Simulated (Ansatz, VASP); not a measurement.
CuO: VASP beside Ansatz

```
CELL_PARAMETERS angstrom
0.00000 -2.11656 -2.11656
-2.11656 0.00000 -2.11656
2.11656 2.11656 -4.23312
ATOMIC_POSITIONS crystal
Cu 0.50389 0.47699 0.48801
Cu 0.00389 0.97699 0.98801
O 0.74611 0.77301 0.76199
O 0.24611 0.27301 0.26199
```

Change from the starting cell: all O atoms moved 0.2 Å in one direction.

Alike in both runs: task single point; functional PBE; k mesh 10 × 10 × 6; occupations fermi-dirac, width 0.05 eV; no spin polarisation.

|  | VASP | Ansatz |
| --- | --- | --- |
| version | VASP 6.6.1 | Ansatz 0.2.0 |
| potentials or method | VASP PAW PBE potentials, release 64 (Cu, O), cutoff 520 eV | all-electron LAPW, scalar-relativistic |

VASP gave:

```
gap on the k mesh at the Fermi level (eV)                     : none
pressure (GPa)                                                : 6.1
traceless stress, the component that is largest in VASP (GPa) : 5.19
rms of the force components (eV/Å)                            : 0.721
```

Problem. Estimate Ansatz's values.

Solution. gap on the k mesh at the Fermi level (eV): none; pressure (GPa): 5.6; traceless stress, the component that is largest in VASP (GPa): 4.93; rms of the force components (eV/Å): 0.692.

Atom by atom the forces differ by 0.029 eV/Å (rms over components). A gap of «none» marks a metal or a gap that the smearing closes. Ansatz ran all-electron here, and VASP with PAW potentials.
